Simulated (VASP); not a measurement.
# SnO (P-6m2) in VASP: further runs, part 2 of 2

VASP 6.6.1.

## 3. Relaxation of cell and atoms, PBE

This run uses another cell than the first one: it holds 2 atoms, not 4.

File INCAR:

```
ALGO = Normal
EDIFF = 1E-7
EDIFFG = -0.01
ENCUT = 600
GGA = PE
IBRION = 2
ISIF = 3
ISMEAR = 0
LASPH = T
LCHARG = F
LREAL = F
LWAVE = F
NELM = 60
NSW = 100
PREC = Accurate
SIGMA = 0.01
```

File KPOINTS:

```
k-points
0
Gamma
  12 12 12
```

File POSCAR:

```
SnO
1.0
    3.7823942120      0.0000000000      0.0000000000
   -1.8911971060      3.2756494747      0.0000000000
    0.0000000000      0.0000000000      3.0380314204
Sn O
1 1
Direct
    0.3333333333      0.6666666667      0.5000000000
    0.6666666667      0.3333333333      0.5000000000
```

Potentials or basis: VASP PAW PBE potentials, release 64 (Sn_d, O).

Command:

```
> cat potpaw_PBE.64/Sn_d/POTCAR potpaw_PBE.64/O/POTCAR > POTCAR
> mpirun -np 1 vasp_std > vasp.out
```

Wall time 76 s (1 thread of Intel Xeon 6975P-C (Granite Rapids), shared host); peak memory 0.23 GiB.

The run converged. Its results:

- Free energy: -10.5745 eV
- Relaxed volume: 18.96 Å³/atom
- Relaxed cell: a = 3.787 Å, b = 3.787 Å, c = 3.053 Å, α = 90.00°, β = 90.00°, γ = 120.00°
- Space group after relaxing (to 0.1 Å): P-6m2 (No. 187)
- Energy gained by relaxing: 0.2 meV/atom
- Ionic steps: 4
- Pressure after relaxing: 0.0 GPa
- Band gap on the k mesh: zero (bands 10 and 11 overlap by 0.02 eV)

Step by step:
| step | energy change (eV) | largest force (eV/Å) | pressure (GPa) | volume (Å³) |
| --- | --- | --- | --- | --- |
| 1 | 0.0000 | 0.0000 | 0.42 | 37.64 |
| 2 | -0.0003 | 0.0000 | -0.09 | 37.91 |
| 3 | -0.0003 | 0.0000 | -0.04 | 37.88 |
| 4 | -0.0004 | 0.0000 | 0.00 | 37.92 |

Final structure:
```yaml
crystal:
  lattice:
    - [3.78717, 0.00000, 0.00000]
    - [-1.89359, 3.27979, 0.00000]
    - [0.00000, 0.00000, 3.05278]
  atoms:
    - { symbol: Sn, position: [0.33333, 0.66667, 0.50000] }
    - { symbol: O, position: [0.66667, 0.33333, 0.50000] }
```

Levels at points of the mesh, in eV from the Fermi level:
| k point | band 7 | band 8 | band 9 | band 10 | band 11 | band 12 | band 13 | band 14 |
| --- | --- | --- | --- | --- | --- | --- | --- | --- |
| (0.00, 0.00, 0.00) | -6.01 | -3.74 | -3.74 | -1.89 | 4.50 | 4.50 | 8.19 | 9.12 |
| (0.50, 0.00, 0.00) | -8.57 | -4.70 | -1.57 | -1.55 | 2.14 | 6.30 | 8.80 | 9.08 |
| (0.00, 0.00, 0.50) | -5.24 | -3.41 | -3.41 | -2.63 | 0.73 | 6.93 | 6.93 | 11.51 |
| (0.50, 0.00, 0.50) | -6.68 | -4.21 | -3.60 | -1.11 | 1.06 | 4.76 | 6.01 | 9.17 |

Caveat: semilocal functionals underestimate gaps, and a narrow one can read as zero; spin-orbit coupling is left out, which moves the levels of the heavy elements.

## 4. Relaxation of cell and atoms, PBE

This run uses another cell than the first one: it holds 2 atoms, not 4.

File INCAR:

```
PREC = Accurate ; ENCUT = 600
EDIFF = 1E-6 ; ISMEAR = 0
SIGMA = 0.1 ; LREAL = F
LASPH = T ; NELM = 60
ALGO = Normal ; ISIF = 3
LWAVE = F ; LCHARG = F
GGA = PE ; IBRION = 2
NSW = 100 ; EDIFFG = -0.01
```

File KPOINTS:

```
Automatic mesh
0
Gamma
  18 18 18
```

File POSCAR:

```
SnO
1.0
    3.7845756489      0.0000000000      0.0000000000
   -1.8922878245      3.2775386545      0.0000000000
    0.0000000000      0.0000000000      3.0549736153
Sn O
1 1
Direct
    0.3333333333      0.6666666667      0.5000000000
    0.6666666667      0.3333333333      0.5000000000
```

Potentials or basis: VASP PAW PBE potentials, release 64 (Sn_d, O).

Command:

```
> cat potpaw_PBE.64/Sn_d/POTCAR potpaw_PBE.64/O/POTCAR > POTCAR
> mpirun -np 1 vasp_std > vasp.out
```

OUTCAR:

```text
PREC = Accurate
   ENCUT = 600
   EDIFF = 1E-6
   ISMEAR = 0
   LREAL = F
   LASPH = T
   NELM = 60
   ISIF = 3
   GGA = PE
   IBRION = 2
   NSW = 100
   EDIFFG = -0.01

 ion  position               nearest neighbor table
   1  0.333  0.667  0.500-   2 2.19   2 2.19   2 2.19
   2  0.667  0.333  0.500-   1 2.19   1 2.19   1 2.19

  LATTYP: Found a hexagonal cell.
 ALAT       =     3.7845756489
 C/A-ratio  =     0.8072169508

  Lattice vectors:

 A1 = (   3.7845756489,   0.0000000000,   0.0000000000)
 A2 = (  -1.8922878245,   3.2775386545,   0.0000000000)
 A3 = (   0.0000000000,   0.0000000000,   3.0549736153)

Analysis of symmetry for initial positions (statically):
=====================================================================
 Subroutine PRICEL returns:
[... 259 lines left out ...]
 Fermi energy:         5.6688562557

 k-point     1 :       0.0000    0.0000    0.0000
  band No.  band energies     occupation
      1     -15.8037      2.00000
      2     -15.5643      2.00000
      3     -15.5643      2.00000
      4     -15.3642      2.00000
      5     -15.3642      2.00000
      6     -12.5768      2.00000
      7      -0.3428      2.00000
      8       1.9346      2.00000
      9       1.9346      2.00000
     10       3.7754      2.00000
     11      10.1679      0.00000
     12      10.1679      0.00000
     13      13.8643      0.00000
     14      14.7758      0.00000
[... 377 lines left out ...]
      1     -15.7991      2.00000
      2     -15.6024      2.00000
      3     -15.4923      2.00000
      4     -15.3819      2.00000
      5     -15.3692      2.00000
      6     -11.9949      2.00000
      7      -2.8156      2.00000
      8       0.6340      2.00000
      9       4.1145      2.00000
     10       4.5298      2.00000
     11       7.8729      0.00000
     12      11.2728      0.00000
     13      14.4764      0.00000
     14      15.5163      0.00000

 [... further k-points ...]
[... 5 lines left out ...]
  --------------------------------------------------------------------------------------
  -------------------------------------------------------------------------------------
  Total       -0.0034512     -0.0034512     -0.0088626      0.0000000     -0.0000000      0.0000000
  in kB       -0.1457240     -0.1457240     -0.3742198      0.0000000     -0.0000000      0.0000000
  external PRESSURE =      -0.2218893 kB  Pullay stress =       0.0000000 kB
[... 17 lines left out ...]
  FREE ENERGIE OF THE ION-ELECTRON SYSTEM (eV)
  ---------------------------------------------------
  free  energy   TOTEN  =       -10.5753225423 eV

  energy  without entropy=      -10.5746144696  energy(sigma->0) =      -10.57496851

 reached required accuracy - stopping structural energy minimisation
```

It took 2.2 min on 1 thread of Intel Xeon 6975P-C (Granite Rapids), shared host; peak memory 0.36 GiB.

Results:

* Free energy: -10.5753 eV
* Relaxed volume: 18.97 Å³/atom
* Relaxed cell: a = 3.788 Å, b = 3.788 Å, c = 3.054 Å, α = 90.00°, β = 90.00°, γ = 120.00°
* Space group after relaxing (to 0.1 Å): P-6m2 (No. 187)
* Energy gained by relaxing: 0.0 meV/atom
* Ionic steps: 3
* Pressure after relaxing: 0.0 GPa
* Band gap on the k mesh: zero (bands 10 and 11 overlap by 0.04 eV)

Final structure:
```yaml
crystal:
  lattice:
    - [3.78754, 0.00000, 0.00000]
    - [-1.89377, 3.28010, 0.00000]
    - [0.00000, 0.00000, 3.05423]
  atoms:
    - { symbol: Sn, position: [0.33333, 0.66667, 0.50000] }
    - { symbol: O, position: [0.66667, 0.33333, 0.50000] }
```

Caveat: semilocal functionals underestimate gaps, and a narrow one can read as zero; spin-orbit coupling is left out, which moves the levels of the heavy elements.

## 5. Overview

| cell | k mesh | smearing | gap on the mesh (eV) | pressure (GPa) | relaxed volume (Å³/atom) |
| --- | --- | --- | --- | --- | --- |
| relaxed from a = 4.222, b = 4.222, c = 5.456 Å, angles 90.0, 90.0, 120.0°, 4 atoms, atomic positions A | 6 × 6 × 4 | gaussian 0.1 eV | 0.30 | 0.0 | 18.84 |
| relaxed from a = 3.782, b = 3.782, c = 3.038 Å, angles 90.0, 90.0, 120.0°, 2 atoms, atomic positions B | 12 × 12 × 12 | gaussian 0.01 eV | none | 0.0 | 18.96 |
| relaxed from a = 3.785, b = 3.785, c = 3.055 Å, angles 90.0, 90.0, 120.0°, 2 atoms, atomic positions B | 18 × 18 × 18 | gaussian 0.1 eV | none | 0.0 | 18.97 |

Alike in all rows: task relaxation of cell and atoms; level PBE; potentials or basis VASP PAW PBE potentials, release 64 (Sn_d, O); no spin polarisation; cutoff (eV) 600.

Caveats: semilocal functionals underestimate gaps, and a narrow one can read as zero; spin-orbit coupling is left out, which moves the levels of the heavy elements.

Total energies depend on the potentials used, so only differences within one code and one set of settings carry meaning.
